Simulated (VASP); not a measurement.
V: single point with PBEsol

Crystal: V.

```
V
1.0
     0.00000    1.88571    1.88571
     1.88571    0.00000    1.88571
     1.88571    1.88571    0.00000
V
1
Direct
  0.00000 0.00000 0.00000
```

| Property | Result |
| --- | --- |
| Program | VASP 6.6.1 |
| Task | single point |
| Functional | PBEsol |
| Potentials or basis | VASP PAW PBE potentials, release 64 (V_sv) |
| Cutoff | 520 eV |
| k mesh | 23 × 23 × 23 |
| Occupations | fermi-dirac, width 0.1 eV |
| Spin | no spin polarisation |
| Dipole correction | no |
| Further INCAR settings | ALGO = Normal; EDIFF = 1e-07; NBANDS = 12 |

```
Pressure : 0.1 GPa
```

Levels at points of the mesh, in eV from the Fermi level:
```csv
k point,band 4,band 5,band 6,band 7,band 8,band 9
"(0.00, 0.00, 0.00)",-37.20,-6.93,0.17,0.17,0.17,1.98
```

Wall time 20 s on 1 thread of Intel(R) Xeon(R) 6975P-C (Granite Rapids) (shared host), peak memory 0.17 GiB.

Caveat: the PAW data sets were made with another functional, which shifts forces and pressure a little.
